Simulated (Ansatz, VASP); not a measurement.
# In: VASP beside Ansatz

```
In
1.0
     2.33117    0.00000    0.00000
     0.00000    2.33117    0.00000
     0.00000    0.00000    2.33117
In
1
Cartesian
  0.0000 0.0000 0.0000
```

Change from the starting cell: volume scaled by 0.43, PAW files.

Alike in both runs: task single point; functional PBE; k mesh 12 × 12 × 12; occupations fermi-dirac, width 0.05 eV; no spin polarisation.

```csv
,VASP,Ansatz
version,VASP 6.6.1,Ansatz 0.2.0
potentials or method,"VASP PAW PBE potentials, release 64 (In_d)","PAW with Ansatz's default frozen-core files, scalar-relativistic"
plane-wave cutoff (eV),520,420
valence electrons in the cell,13,13
```

|  | VASP | Ansatz | Ansatz less VASP |
| --- | --- | --- | --- |
| pressure (GPa) | 238.4 | 237.2 | -1.20 |

Both programs put the cell under a high pressure, so it lies far from rest at this level.

Noted on VASP's run: the cell as given lies far from equilibrium.
